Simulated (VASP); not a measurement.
# Rb (I4/mmm) in VASP: further runs, part 2 of 2

VASP 6.6.1. The steps go on from the part before.

## Step 3: Relaxation of cell and atoms, PBEsol

This run uses another cell than the first one, of 95.35 Å³/atom.

INCAR reads:

```
SYSTEM = Rb
PREC = Accurate
ENCUT = 600
EDIFF = 1E-7
ISMEAR = 0
SIGMA = 0.1
LREAL = .False.
LASPH = .True.
NELM = 80
ALGO = Fast
ISIF = 3
LWAVE = .False.
LCHARG = .False.
GGA = PS
IBRION = 2
NSW = 100
EDIFFG = -0.005
```

KPOINTS reads:

```
Automatic mesh
0
Gamma
  10 10 10
  0 0 0
```

POSCAR reads:

```
Rb
1.0
   -2.9545118615      2.9545118615      2.7308451955
    2.9545118615     -2.9545118615      2.7308451955
    2.9545118615      2.9545118615     -2.7308451955
Rb
1
Direct
    0.0000000000      0.0000000000      0.0000000000
```

Potentials or basis: VASP PAW PBE potentials, release 64 (Rb_sv).

Launch:

```
$ cat potpaw_PBE.64/Rb_sv/POTCAR > POTCAR
$ mpirun -np 1 vasp_std > vasp.out
```

OUTCAR:

```text
SYSTEM = Rb
   PREC = Accurate
   ENCUT = 600
   EDIFF = 1E-7
   ISMEAR = 0
   LREAL = .False.
   LASPH = .True.
   NELM = 80
   ISIF = 3
   GGA = PS
   IBRION = 2
   NSW = 100
   EDIFFG = -0.005

 ion  position               nearest neighbor table
   1  0.000  0.000  0.000-

  LATTYP: Found a body centered tetragonal cell.
 ALAT       =     5.9090237230
 C/A-ratio  =     0.9242965754

  Lattice vectors:

 A1 = (  -2.9545118615,   2.9545118615,   2.7308451955)
 A2 = (   2.9545118615,  -2.9545118615,   2.7308451955)
 A3 = (   2.9545118615,   2.9545118615,  -2.7308451955)

Analysis of symmetry for initial positions (statically):
=====================================================================
 Subroutine PRICEL returns:
 Original cell was already a primitive cell.

 Routine SETGRP: Setting up the symmetry group for a
 body centered tetragonal supercell.

 Subroutine GETGRP returns: Found 16 space group operations
 (whereof 16 operations were pure point group operations)
 out of a pool of 16 trial point group operations.

The static configuration has the point symmetry D_4h.

Analysis of symmetry for dynamics (positions and initial velocities):
=====================================================================
 Subroutine PRICEL returns:
 Original cell was already a primitive cell.

 Routine SETGRP: Setting up the symmetry group for a
 body centered tetragonal supercell.

 Subroutine GETGRP returns: Found 16 space group operations
 (whereof 16 operations were pure point group operations)
 out of a pool of 16 trial point group operations.

The dynamic configuration has the point symmetry D_4h.

 Subroutine INISYM returns: Found 16 space group operations
 (whereof 16 operations are pure point group operations),
 and found     1 'primitive' translations

----------------------------------------------------------------------------------------

                                     Primitive cell

  volume of cell :      95.3517

  direct lattice vectors                    reciprocal lattice vectors
    -2.954511861  2.954511861  2.730845196     0.000000000  0.169232693  0.183093498
     2.954511861 -2.954511861  2.730845196     0.169232693  0.000000000  0.183093498
     2.954511861  2.954511861 -2.730845196     0.169232693  0.169232693  0.000000000

  length of vectors
     4.991572514  4.991572514  4.991572514     0.249324956  0.249324956  0.239331170

  position of ions in fractional coordinates (direct lattice)
     0.000000000  0.000000000  0.000000000

  ion indices of the primitive-cell ions
   primitive index   ion index
                 1           1

----------------------------------------------------------------------------------------

 KPOINTS: Automatic mesh

Automatic generation of k-mesh.
 Grid dimensions read from file:
 generate k-points for:   10   10   10

 Generating k-lattice:

  Cartesian coordinates                     Fractional coordinates (reciprocal lattice)
     0.000000000  0.016923269  0.018309350     0.100000000  0.000000000  0.000000000
[... 49 lines left out ...]
 SYSTEM =  Rb
   PREC   = accura    normal or accurate (medium, high low for compatibility)
   ISTART =      0    job   : 0-new  1-cont  2-samecut
   ICHARG =      2    charge: 1-file 2-atom 10-const
   ISPIN  =      1    spin polarized calculation?
   LNONCOLLINEAR =      F non collinear calculations
   LSORBIT =      F    spin-orbit coupling
   LASPH  =      T    aspherical Exc in radial PAW
   ENCUT  =  600.0 eV  44.10 Ry    6.64 a.u.   9.97  9.97  9.97*2*pi/ulx,y,z
   NELM   =     80;   NELMIN=  2; NELMDL= -5     # of ELM steps
   EDIFF  = 0.1E-06   stopping-criterion for ELM
   LREAL  =      F    real-space projection
   EDIFFG = -.5E-02   stopping-criterion for IOM
   NSW    =    100    number of steps for IOM
   IBRION =      2    ionic relax: 0-MD 1-quasi-New 2-CG
   NFREE  =      1    steps in history (QN), initial steepest desc. (CG)
   ISIF   =      3    stress and relaxation
   ISYM   =      2    0-nonsym 1-usesym 2-fastsym
   POTIM  = 0.5000    time-step for ionic-motion
   TEBEG  =    0.0;   TEEND  =   0.0 temperature during run
   PSTRESS=    0.0 pullay stress
   NELECT =       9.0000    total number of electrons
   NUPDOWN=      -1.0000    fix difference up-down
   EMIN   =  10.00;   EMAX   =-10.00  energy-range for DOS
   EFERMI =   0.00;   METHOD = LEGACY
   ISMEAR =     0;   SIGMA  =   0.10  broadening in eV -4-tet -1-fermi 0-gaus
   EFERMI_NEDOS =   21; number of points for ismear=-14 and -15
   IALGO  =     68    algorithm
   IMIX   =      4    mixing-type and parameters
     AMIX     =   0.40;   BMIX     =  1.00
     AMIX_MAG =   1.60;   BMIX_MAG =  1.00
  volume/ion in A,a.u.               =      95.35       643.47
  Fermi-wavevector in a.u.,A,eV,Ry     =   0.745383  1.408570  7.559340  0.555596
  Thomas-Fermi vector in A             =   1.840957
   LORBIT       =      0    0 simple, 1 ext, 2 COOP (PROOUT), +10 PAW based schemes
   GGA     = PS    functional components
   LHFCALC =     F    Hartree Fock is set to
   AEXX    =    0.0000 exact exchange contribution
   IVDW    =     0    specifies the selected vdW correction
   LEPSILON=     F    determine dielectric tensor
   LRPA    =     F    only Hartree local field effects (RPA)
 conjugate gradient relaxation of ions
 non-spin polarized calculation
 RMM-DIIS sequential band-by-band and
 Gauss-broadening in eV      SIGMA  =   0.10
  energy-cutoff  :      600.00
  volume of cell :       95.35
 maximum number of plane-waves:      3203
   NGX = 19   NGY = 19   NGZ = 19

--------------------------------------- Ionic step        1  -------------------------------------------

 number of electron       9.0000000 magnetization

 Free energy of the ion-electron system (eV)
  ---------------------------------------------------
  ext. energy  EPLUGINS =         0.00000000
  ---------------------------------------------------
  free energy    TOTEN  =        -1.01749319 eV

  energy without entropy =       -1.01209160  energy(sigma->0) =       -1.01479239

------------------------ aborting loop because EDIFF is reached ----------------------------------------

  FORCE on cell =-STRESS in cart. coord.  units (eV):
  Direction    XX          YY          ZZ          XY          YZ          ZX
  --------------------------------------------------------------------------------------
  -------------------------------------------------------------------------------------
  Total       -0.1431028     -0.1431028     -0.1338550      0.0000000     -0.0000000      0.0000000
  in kB       -2.4045303     -2.4045303     -2.2491415      0.0000000     -0.0000000      0.0000000
  external PRESSURE =      -2.3527341 kB  Pullay stress =       0.0000000 kB
[... 22 lines left out ...]
--------------------------------------- Ionic step        2  -------------------------------------------

 number of electron       9.0000000 magnetization

 E-fermi :  -0.1206     XC(G=0):  -5.4557

 val. band max:       -0.1213556563   @ k =  -0.4000   0.4000   0.2000
 cond. band min:      -0.0880979855   @ k =  -0.2000   0.4000   0.2000
 fundamental gap:      0.0332576708
 Fermi energy:        -0.1206438595

 k-point     1 :       0.0000    0.0000    0.0000
  band No.  band energies     occupation
      1     -28.9827      2.00000
      2     -13.0321      2.00000
      3     -13.0321      2.00000
      4     -13.0317      2.00000
      5      -2.0492      2.00000
      6       3.2937      0.00000
      7       3.7019      0.00000
      8       3.7019      0.00000
[... 316 lines left out ...]
  FREE ENERGIE OF THE ION-ELECTRON SYSTEM (eV)
  ---------------------------------------------------
  free  energy   TOTEN  =        -1.0243433412 eV

  energy  without entropy=       -1.0189839639  energy(sigma->0) =       -1.02166365

[... ionic steps 4 to 9 ...]

--------------------------------------- Ionic step       10  -------------------------------------------

 number of electron       9.0000000 magnetization

------------------------ aborting loop because EDIFF is reached ----------------------------------------
[... 65 lines left out ...]
--------------------------------------- Ionic step       12  -------------------------------------------

 number of electron       9.0000000 magnetization

 Free energy of the ion-electron system (eV)
  ---------------------------------------------------
  ext. energy  EPLUGINS =         0.00000000
  ---------------------------------------------------
  free energy    TOTEN  =        -1.02455542 eV

  energy without entropy =       -1.01906422  energy(sigma->0) =       -1.02180982

 E-fermi :   0.0475     XC(G=0):  -5.6419

 val. band max:        0.0332951755   @ k =   0.5000   0.2000   0.0000
 cond. band min:       0.0624132997   @ k =  -0.4000   0.4000   0.2000
 fundamental gap:      0.0291181242
 Fermi energy:         0.0475428174

 k-point     1 :       0.0000    0.0000    0.0000
  band No.  band energies     occupation
      1     -28.7778      2.00000
      2     -12.8195      2.00000
      3     -12.8195      2.00000
      4     -12.8195      2.00000
      5      -1.9871      2.00000
      6       3.5663      0.00000
      7       3.9017      0.00000
      8       3.9017      0.00000
[... 281 lines left out ...]
  FREE ENERGIE OF THE ION-ELECTRON SYSTEM (eV)
  ---------------------------------------------------
  free  energy   TOTEN  =        -1.0245554238 eV

  energy  without entropy=       -1.0190642180  energy(sigma->0) =       -1.02180982

 reached required accuracy - stopping structural energy minimisation
```

OSZICAR:

```text
N       E                     dE             d eps       ncg     rms          rms(c)
DAV:   1     0.509729297905E+02    0.50973E+02   -0.35572E+03  1632   0.913E+02
DAV:   2     0.213093770577E+01   -0.48842E+02   -0.48209E+02  1864   0.142E+02
DAV:   3    -0.909202719979E+00   -0.30401E+01   -0.30309E+01  2064   0.428E+01
[... 142 lines left out ...]
RMM:   3    -0.102455199389E+01    0.19915E-03   -0.46308E-04  1663   0.194E-01    0.132E-02
RMM:   4    -0.102455467514E+01   -0.26812E-05   -0.30061E-05  1749   0.497E-02    0.528E-03
RMM:   5    -0.102455515729E+01   -0.48215E-06   -0.65437E-06  1754   0.202E-02    0.125E-03
RMM:   6    -0.102455533827E+01   -0.18097E-06   -0.15256E-06  1464   0.710E-03    0.667E-04
RMM:   7    -0.102455542375E+01   -0.85485E-07   -0.40019E-07  1391   0.372E-03
  12 F= -.10245554E+01 E0= -.10218098E+01  d E =-.561969E-04
```

CONTCAR:

```text
Rb
   1.00000000000000
    -2.8463688140438252    2.8463688140438252    2.6761610663777837
     2.8463688140438252   -2.8463688140438252    2.6761610663777837
     2.8463688140438252    2.8463688140438252   -2.6761610663777837
  Rb
     1
Direct
     0.0000000000000000    0.0000000000000000    0.0000000000000000

  0.00000000E+00  0.00000000E+00  0.00000000E+00
```

Run time: 5.9 min. Hardware: 1 thread of Intel Xeon 6975P-C (Granite Rapids), shared host; peak memory 0.32 GiB.

What came out:

```yaml
Free_energy: -1.0246 eV
Relaxed_volume: 86.73 Å³/atom
Relaxed_cell: a = 4.834 Å, b = 4.834 Å, c = 4.834 Å, α = 107.85°, β = 107.85°, γ = 112.77°
Space_group_after_relaxing_to_0.1_Å: I4/mmm (No. 139)
Energy_gained_by_relaxing: 7.1 meV/atom
Ionic_steps: 12
Pressure_after_relaxing: 0.0 GPa
Band_gap_on_the_k_mesh: zero (an odd number of electrons rules out a gap without spin polarisation)
```

Step by step:
```
step  energy change (eV)  largest force (eV/Å)  pressure (GPa)  volume (Å³)
   1              0.0000                0.0000           -0.24        95.35
   2             -0.0026                0.0000           -0.20        93.43
   3             -0.0069                0.0000           -0.04        87.83
   4             -0.0070                0.0000            0.00        86.55
   5             -0.0070                0.0000            0.01        86.72
   6             -0.0070                0.0000           -0.02        87.27
   7             -0.0070                0.0000           -0.01        86.89
   8             -0.0070                0.0000           -0.01        86.88
   9             -0.0070                0.0000           -0.01        86.85
  10             -0.0071                0.0000           -0.01        86.79
  11             -0.0071                0.0000            0.00        86.67
  12             -0.0071                0.0000           -0.01        86.73
```

Final structure:
```
CELL_PARAMETERS angstrom
-2.84637 2.84637 2.67616
2.84637 -2.84637 2.67616
2.84637 2.84637 -2.67616
ATOMIC_POSITIONS crystal
Rb 0.00000 0.00000 0.00000
```

Caveat: the PAW data sets were made with another functional, which shifts forces and pressure a little.

The gap in the log of VASP goes by the Fermi energy; the results here count the filled bands.